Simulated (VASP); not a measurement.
# Re (P6_3/mmc) in VASP: a series of runs

The runs below take Re through electric field gradients, with PBE.

All numbers are computed with VASP 6.6.1; they aren't measurements. Logs are shortened: lines on timing, memory, paths and dates and some standing lists are left out, and cuts for length are marked.

### 1 The cell of the first run

The structure is hexagonal, space group P6_3/mmc (No. 194). The conventional cell has a = 2.585 Å, b = 2.585 Å, c = 4.134 Å, α = 90.00°, β = 90.00°, γ = 120.00°. Re (site symmetry -6m2) has 12 Re at 2.55 to 2.59 Å within 3.4 Å.

### 2 Electric field gradients, PBE (volume scaled by 0.98)

File INCAR:

```
PREC = Accurate ; ENCUT = 520
EDIFF = 1E-8 ; ISMEAR = -1
SIGMA = 0.05 ; LREAL = F
LASPH = T ; NELM = 60
ALGO = Normal ; ISIF = 2
LWAVE = F ; LCHARG = F
GGA = PE ; LEFG = T
NBANDS = 14
```

File KPOINTS:

```
Automatic mesh
0
Gamma
  14 14 8
```

File POSCAR:

```
Re
1.0
    2.5854314113      0.0000000000      0.0000000000
   -1.2927157057      2.2390492819      0.0000000000
    0.0000000000      0.0000000000      4.1340662724
Re
2
Direct
    0.3333333333      0.6666666667      0.2500000000
    0.6666666667      0.3333333333      0.7500000000
```

Potentials or basis: VASP PAW PBE potentials, release 64 (Re).

Started as:

```sh
> cat potpaw_PBE.64/Re/POTCAR > POTCAR
> mpirun -np 1 vasp_std > vasp.out
```

OUTCAR:

```text
PREC = Accurate
   ENCUT = 520
   EDIFF = 1E-8
   ISMEAR = -1
   LREAL = F
   LASPH = T
   NELM = 60
   ISIF = 2
   GGA = PE

 ion  position               nearest neighbor table
   1  0.333  0.667  0.250-   2 2.55   2 2.55   2 2.55   2 2.55   2 2.55   2 2.55
   2  0.667  0.333  0.750-   1 2.55   1 2.55   1 2.55   1 2.55   1 2.55   1 2.55

  LATTYP: Found a hexagonal cell.
 ALAT       =     2.5854314113
 C/A-ratio  =     1.5989850879

  Lattice vectors:

 A1 = (   2.5854314113,   0.0000000000,   0.0000000000)
 A2 = (  -1.2927157057,   2.2390492819,   0.0000000000)
 A3 = (   0.0000000000,   0.0000000000,   4.1340662724)

Analysis of symmetry for initial positions (statically):
=====================================================================
 Subroutine PRICEL returns:
 Original cell was already a primitive cell.

 Routine SETGRP: Setting up the symmetry group for a
 hexagonal supercell.

 Subroutine GETGRP returns: Found 24 space group operations
 (whereof 12 operations were pure point group operations)
 out of a pool of 24 trial point group operations.

The static configuration has the point symmetry D_3d.
 The point group associated with its full space group is D_6h.

Analysis of symmetry for dynamics (positions and initial velocities):
=====================================================================
 Subroutine PRICEL returns:
 Original cell was already a primitive cell.

 Routine SETGRP: Setting up the symmetry group for a
 hexagonal supercell.

 Subroutine GETGRP returns: Found 24 space group operations
 (whereof 12 operations were pure point group operations)
 out of a pool of 24 trial point group operations.

The dynamic configuration has the point symmetry D_3d.
 The point group associated with its full space group is D_6h.

 Subroutine INISYM returns: Found 24 space group operations
 (whereof 12 operations are pure point group operations),
 and found     1 'primitive' translations

----------------------------------------------------------------------------------------

                                     Primitive cell

  volume of cell :      23.9317

  direct lattice vectors                    reciprocal lattice vectors
     2.585431411  0.000000000  0.000000000     0.386782645  0.223309064  0.000000000
    -1.292715706  2.239049282  0.000000000     0.000000000  0.446618129  0.000000000
     0.000000000  0.000000000  4.134066272     0.000000000  0.000000000  0.241892591

  length of vectors
     2.585431411  2.585431411  4.134066272     0.446618129  0.446618129  0.241892591

  position of ions in fractional coordinates (direct lattice)
     0.333333333  0.666666667  0.250000000
     0.666666667  0.333333333  0.750000000

  ion indices of the primitive-cell ions
   primitive index   ion index
                 1           1
                 2           2

----------------------------------------------------------------------------------------

 KPOINTS: Automatic mesh

Automatic generation of k-mesh.
 Grid dimensions read from file:
 generate k-points for:   14   14    8

 Generating k-lattice:

  Cartesian coordinates                     Fractional coordinates (reciprocal lattice)
     0.027627332  0.015950647  0.000000000     0.071428571  0.000000000  0.000000000
     0.000000000  0.031901295  0.000000000     0.000000000  0.071428571  0.000000000
     0.000000000  0.000000000  0.030236574     0.000000000  0.000000000  0.125000000

  Length of vectors
     0.031901295  0.031901295  0.030236574

  Shift w.r.t. Gamma in fractional coordinates (k-lattice)
     0.000000000  0.000000000  0.000000000

 Subroutine IBZKPT returns following result:
 ===========================================

 Found    120 irreducible k-points:

 Following reciprocal coordinates:
            Coordinates               Weight
  0.000000  0.000000  0.000000      1.000000
  0.071429  0.000000  0.000000      6.000000
  0.142857 -0.000000  0.000000      6.000000
  0.214286  0.000000  0.000000      6.000000
  0.285714  0.000000  0.000000      6.000000
  0.357143  0.000000  0.000000      6.000000
[... 16 lines left out ...]
  0.285714  0.285714  0.000000      6.000000
  0.357143  0.285714  0.000000      6.000000
 [... further k-points ...]
   k-points           NKPTS =    120   k-points in BZ     NKDIM =    120   number of bands    NBANDS=     14
   number of dos      NEDOS =    301   number of ions     NIONS =      2
   total plane-waves  NPLWV =  12800
   dimension x,y,z NGX =    20 NGY =   20 NGZ =   32
   dimension x,y,z NGXF=    40 NGYF=   40 NGZF=   64
   ions per type =               2
   NGX,Y,Z   is equivalent  to a cutoff of  12.86, 12.86, 12.87 a.u.
   NGXF,Y,Z  is equivalent  to a cutoff of  25.72, 25.72, 25.74 a.u.
 SYSTEM =  unknown system
   PREC   = accura    normal or accurate (medium, high low for compatibility)
   ISTART =      0    job   : 0-new  1-cont  2-samecut
   ICHARG =      2    charge: 1-file 2-atom 10-const
   ISPIN  =      1    spin polarized calculation?
   LNONCOLLINEAR =      F non collinear calculations
   LSORBIT =      F    spin-orbit coupling
   LASPH  =      T    aspherical Exc in radial PAW
   ENCUT  =  520.0 eV  38.22 Ry    6.18 a.u.   4.81  4.81  7.69*2*pi/ulx,y,z
   NELM   =     60;   NELMIN=  2; NELMDL= -5     # of ELM steps
   EDIFF  = 0.1E-07   stopping-criterion for ELM
   LREAL  =      F    real-space projection
   EDIFFG = 0.1E-06   stopping-criterion for IOM
   NSW    =      0    number of steps for IOM
   IBRION =     -1    ionic relax: 0-MD 1-quasi-New 2-CG
   NFREE  =      0    steps in history (QN), initial steepest desc. (CG)
   ISIF   =      2    stress and relaxation
   ISYM   =      2    0-nonsym 1-usesym 2-fastsym
   POTIM  = 0.5000    time-step for ionic-motion
   TEBEG  =    0.0;   TEEND  =   0.0 temperature during run
   PSTRESS=    0.0 pullay stress
   NELECT =      14.0000    total number of electrons
   NUPDOWN=      -1.0000    fix difference up-down
   EMIN   =  10.00;   EMAX   =-10.00  energy-range for DOS
   EFERMI =   0.00;   METHOD = LEGACY
   ISMEAR =    -1;   SIGMA  =   0.05  broadening in eV -4-tet -1-fermi 0-gaus
   EFERMI_NEDOS =   21; number of points for ismear=-14 and -15
   IALGO  =     38    algorithm
   IMIX   =      4    mixing-type and parameters
     AMIX     =   0.40;   BMIX     =  1.00
     AMIX_MAG =   1.60;   BMIX_MAG =  1.00
  volume/ion in A,a.u.               =      11.97        80.75
  Fermi-wavevector in a.u.,A,eV,Ry     =   1.369177  2.587369 25.506088  1.874645
  Thomas-Fermi vector in A             =   2.495075
   LORBIT       =      0    0 simple, 1 ext, 2 COOP (PROOUT), +10 PAW based schemes
   GGA     = PE    functional components
   LHFCALC =     F    Hartree Fock is set to
   AEXX    =    0.0000 exact exchange contribution
   IVDW    =     0    specifies the selected vdW correction
   LEPSILON=     F    determine dielectric tensor
   LRPA    =     F    only Hartree local field effects (RPA)
 non-spin polarized calculation
  energy-cutoff  :      520.00
  volume of cell :       23.93
 maximum number of plane-waves:       660
 NGX is ok and might be reduce to    20
   NGX =  9   NGY =  9   NGZ = 15

 number of electron      14.0000000 magnetization

 Free energy of the ion-electron system (eV)
  ---------------------------------------------------
  ext. energy  EPLUGINS =         0.00000000
  ---------------------------------------------------
  free energy    TOTEN  =       -22.80948776 eV

  energy without entropy =      -22.79928490  energy(sigma->0) =      -22.80438633

 E-fermi :  10.6669     XC(G=0): -14.8953

 val. band max:       10.6661300754   @ k =   0.1429   0.0714   0.0000
 cond. band min:      10.6796274554   @ k =   0.1429  -0.0000   0.0000
 fundamental gap:      0.0134973799
 Fermi energy:        10.6669189250

 k-point     1 :       0.0000    0.0000    0.0000
  band No.  band energies     occupation
      1      -0.5964      2.00000
      2       2.3581      2.00000
      3       8.3956      2.00000
      4       8.3956      2.00000
      5       8.6133      2.00000
      6       9.6012      2.00000
      7       9.6012      2.00000
      8      10.7093      0.60011
      9      10.7093      0.60011
     10      12.1389      0.00000
     11      15.0458      0.00000
     12      15.0458      0.00000
     13      23.6695      0.00000
     14      24.9383      0.00000
[... 375 lines left out ...]
 k-point    24 :       0.3571    0.2857    0.0000
  band No.  band energies     occupation
      1       3.5516      2.00000
      2       5.5325      2.00000
      3       5.5905      2.00000
      4       6.6839      2.00000
      5       7.7764      2.00000
      6       8.2262      2.00000
      7      10.6481      1.18641
      8      14.4708      0.00000
      9      15.1515      0.00000
     10      15.5292      0.00000
     11      19.0165      0.00000
     12      19.1770      0.00000
     13      21.2014      0.00000
     14      28.2378      0.00000

 [... further k-points ...]
[... 5 lines left out ...]
  --------------------------------------------------------------------------------------
  -------------------------------------------------------------------------------------
  Total       19.6251351     19.6251351     20.9107888     -0.0000000      0.0000000      0.0000000
  in kB     1313.8601155   1313.8601154   1399.9318344     -0.0000000      0.0000000      0.0000000
  external PRESSURE =    1342.5506884 kB  Pullay stress =       0.0000000 kB

 VOLUME and BASIS-vectors are now :
 -----------------------------------------------------------------------------
  energy-cutoff  :      520.00
  volume of cell :       23.93
      direct lattice vectors                 reciprocal lattice vectors
     2.585431411  0.000000000  0.000000000     0.386782645  0.223309064  0.000000000
    -1.292715706  2.239049282  0.000000000     0.000000000  0.446618129  0.000000000
     0.000000000  0.000000000  4.134066272     0.000000000  0.000000000  0.241892591

 POSITION                                       TOTAL-FORCE (eV/Angst)
 -----------------------------------------------------------------------------------
     -0.00000      1.49270      1.03352        -0.000000      0.000000      0.000000
      1.29272      0.74635      3.10055         0.000000     -0.000000      0.000000
 -----------------------------------------------------------------------------------
    total drift:                               -0.000000      0.000000     -0.000000

  FREE ENERGIE OF THE ION-ELECTRON SYSTEM (eV)
  ---------------------------------------------------
  free  energy   TOTEN  =       -22.8094877590 eV

  energy  without entropy=      -22.7992848953  energy(sigma->0) =      -22.80438633

 Electric field gradients (V/A^2)
---------------------------------------------------------------------
 ion       V_xx      V_yy      V_zz      V_xy      V_xz      V_yz
---------------------------------------------------------------------
   1      53.297    53.297  -106.594     0.000     0.000    -0.000
   2      53.297    53.297  -106.594     0.000    -0.000     0.000
---------------------------------------------------------------------

 Electric field gradients after diagonalization (V/A^2)
 (convention: |V_zz| > |V_xx| > |V_yy|)
----------------------------------------------------------------------
 ion       V_xx      V_yy      V_zz     asymmetry (V_yy - V_xx)/ V_zz
----------------------------------------------------------------------
   1      53.297    53.297  -106.594       0.000
   2      53.297    53.297  -106.594       0.000
----------------------------------------------------------------------

           NMR quadrupolar parameters

 Cq : quadrupolar parameter    Cq=e*Q*V_zz/h
 eta: asymmetry parameters     (V_yy - V_xx)/ V_zz
 Q  : nuclear electric quadrupole moment in mb (millibarn)
----------------------------------------------------------------------
 ion       Cq(MHz)       eta       Q (mb)
----------------------------------------------------------------------
   1      -0.258       0.000       1.000
   2      -0.258       0.000       1.000
----------------------------------------------------------------------
```

Run time: 32 s. Hardware: 1 thread of Intel Xeon Platinum 8259CL at 2.50GHz (Skylake/Cascade Lake), shared host; peak memory 0.16 GiB.

What came out:

| Property | Result |
| --- | --- |
| Free energy | -22.8095 eV |
| Pressure | 134.3 GPa |
| Band gap on the k mesh | zero (band 7 reaches 12.64 eV, above the bottom of band 8 at 8.21 eV) |

Stress tensor (GPa, compression positive):
```
131.39   0.00   0.00
  0.00 131.39   0.00
  0.00   0.00 139.99
```

Levels at points of the mesh, in eV from the Fermi level:
```
           k point  band 5  band 6  band 7  band 8  band 9  band 10
(0.00, 0.00, 0.00)   -2.05   -1.07   -1.07    0.04    0.04     1.47
(0.50, 0.00, 0.00)   -1.67   -1.56   -0.60    5.27    6.05     6.06
(0.00, 0.00, 0.50)   -2.46   -2.46   -2.46   -2.46    3.42     3.42
(0.50, 0.00, 0.50)    0.37    0.37    1.57    1.57    5.72     5.72
```

Electric field gradients, principal values (V/Å²):
| atom | least | middle | greatest (by size) |
| --- | --- | --- | --- |
| 1 Re | 53.297 | 53.297 | -106.594 |
| 2 Re | 53.297 | 53.297 | -106.594 |

Caveat: without QUAD_EFG the Cq values of the log hold for a quadrupole moment of 1 mb, not for the nuclei; spin-orbit coupling is left out, which moves the levels of the heavy elements.

### 3 Electric field gradients, PBE (volume scaled by 0.98)

File INCAR:

```
SYSTEM = Re
PREC = Accurate ; ENCUT = 520
EDIFF = 1E-8 ; ISMEAR = -1
SIGMA = 0.05 ; LREAL = .FALSE.
LASPH = .TRUE. ; NELM = 100
ALGO = Normal ; ISIF = 2
LWAVE = .FALSE. ; LCHARG = .FALSE.
GGA = PE ; LEFG = .TRUE.
NBANDS = 14
```

File KPOINTS:

```
Automatic mesh
0
G
  14 14 8
  0 0 0
```

POSCAR is that of step 2.

Potentials or basis: VASP PAW PBE potentials, release 64 (Re).

Started as:

```sh
> cat potpaw_PBE.64/Re/POTCAR > POTCAR
> mpirun -np 1 vasp_std > vasp.out
```

OUTCAR:

```text
SYSTEM = Re
   PREC = Accurate
   ENCUT = 520
   EDIFF = 1E-8
   ISMEAR = -1
   LREAL = .FALSE.
   LASPH = .TRUE.
   NELM = 100
   ISIF = 2
   GGA = PE

 ion  position               nearest neighbor table
   1  0.333  0.667  0.250-   2 2.55   2 2.55   2 2.55   2 2.55   2 2.55   2 2.55
   2  0.667  0.333  0.750-   1 2.55   1 2.55   1 2.55   1 2.55   1 2.55   1 2.55

  LATTYP: Found a hexagonal cell.
 ALAT       =     2.5854314113
 C/A-ratio  =     1.5989850879

  Lattice vectors:

 A1 = (   2.5854314113,   0.0000000000,   0.0000000000)
 A2 = (  -1.2927157057,   2.2390492819,   0.0000000000)
 A3 = (   0.0000000000,   0.0000000000,   4.1340662724)

Analysis of symmetry for initial positions (statically):
=====================================================================
 Subroutine PRICEL returns:
 Original cell was already a primitive cell.

 Routine SETGRP: Setting up the symmetry group for a
 hexagonal supercell.

 Subroutine GETGRP returns: Found 24 space group operations
 (whereof 12 operations were pure point group operations)
 out of a pool of 24 trial point group operations.

The static configuration has the point symmetry D_3d.
 The point group associated with its full space group is D_6h.

Analysis of symmetry for dynamics (positions and initial velocities):
=====================================================================
 Subroutine PRICEL returns:
 Original cell was already a primitive cell.

 Routine SETGRP: Setting up the symmetry group for a
 hexagonal supercell.

 Subroutine GETGRP returns: Found 24 space group operations
 (whereof 12 operations were pure point group operations)
 out of a pool of 24 trial point group operations.

[... 169 lines left out ...]
     12      15.0458      0.00000
     13      23.6695      0.00000
     14      24.9383      0.00000
[... 377 lines left out ...]
      1       3.5516      2.00000
      2       5.5325      2.00000
      3       5.5905      2.00000
      4       6.6839      2.00000
      5       7.7764      2.00000
      6       8.2262      2.00000
      7      10.6481      1.18641
      8      14.4708      0.00000
      9      15.1515      0.00000
     10      15.5292      0.00000
     11      19.0165      0.00000
     12      19.1770      0.00000
     13      21.2014      0.00000
     14      28.2378      0.00000

 [... further k-points ...]
[... 5 lines left out ...]
  --------------------------------------------------------------------------------------
  -------------------------------------------------------------------------------------
  Total       19.6251351     19.6251351     20.9107888     -0.0000000      0.0000000      0.0000000
  in kB     1313.8601155   1313.8601154   1399.9318344     -0.0000000      0.0000000      0.0000000
  external PRESSURE =    1342.5506884 kB  Pullay stress =       0.0000000 kB

 VOLUME and BASIS-vectors are now :
 -----------------------------------------------------------------------------
  energy-cutoff  :      520.00
  volume of cell :       23.93
      direct lattice vectors                 reciprocal lattice vectors
     2.585431411  0.000000000  0.000000000     0.386782645  0.223309064  0.000000000
    -1.292715706  2.239049282  0.000000000     0.000000000  0.446618129  0.000000000
     0.000000000  0.000000000  4.134066272     0.000000000  0.000000000  0.241892591

 POSITION                                       TOTAL-FORCE (eV/Angst)
 -----------------------------------------------------------------------------------
     -0.00000      1.49270      1.03352        -0.000000      0.000000      0.000000
      1.29272      0.74635      3.10055         0.000000     -0.000000      0.000000
 -----------------------------------------------------------------------------------
    total drift:                               -0.000000      0.000000     -0.000000

  FREE ENERGIE OF THE ION-ELECTRON SYSTEM (eV)
  ---------------------------------------------------
  free  energy   TOTEN  =       -22.8094877590 eV

  energy  without entropy=      -22.7992848953  energy(sigma->0) =      -22.80438633

 Electric field gradients (V/A^2)
---------------------------------------------------------------------
 ion       V_xx      V_yy      V_zz      V_xy      V_xz      V_yz
---------------------------------------------------------------------
   1      53.297    53.297  -106.594     0.000     0.000    -0.000
   2      53.297    53.297  -106.594     0.000    -0.000     0.000
---------------------------------------------------------------------

 Electric field gradients after diagonalization (V/A^2)
 (convention: |V_zz| > |V_xx| > |V_yy|)
----------------------------------------------------------------------
 ion       V_xx      V_yy      V_zz     asymmetry (V_yy - V_xx)/ V_zz
----------------------------------------------------------------------
   1      53.297    53.297  -106.594       0.000
   2      53.297    53.297  -106.594       0.000
----------------------------------------------------------------------

           NMR quadrupolar parameters

 Cq : quadrupolar parameter    Cq=e*Q*V_zz/h
 eta: asymmetry parameters     (V_yy - V_xx)/ V_zz
 Q  : nuclear electric quadrupole moment in mb (millibarn)
----------------------------------------------------------------------
 ion       Cq(MHz)       eta       Q (mb)
----------------------------------------------------------------------
   1      -0.258       0.000       1.000
   2      -0.258       0.000       1.000
----------------------------------------------------------------------
```

It took 33 s on 1 thread of Intel Xeon Platinum 8259CL at 2.50GHz (Skylake/Cascade Lake), shared host; peak memory 0.16 GiB.

Results:

```yaml
Free_energy: -22.8095 eV
Pressure: 134.3 GPa
Band_gap_on_the_k_mesh: zero (band 7 reaches 12.64 eV, above the bottom of band 8 at 8.21 eV)
```

Stress tensor (GPa, compression positive):
```
131.39   0.00   0.00
  0.00 131.39   0.00
  0.00   0.00 139.99
```

Electric field gradients, principal values (V/Å²):
| atom | least | middle | greatest (by size) |
| --- | --- | --- | --- |
| 1 Re | 53.297 | 53.297 | -106.594 |
| 2 Re | 53.297 | 53.297 | -106.594 |

Caveat: without QUAD_EFG the Cq values of the log hold for a quadrupole moment of 1 mb, not for the nuclei; spin-orbit coupling is left out, which moves the levels of the heavy elements.
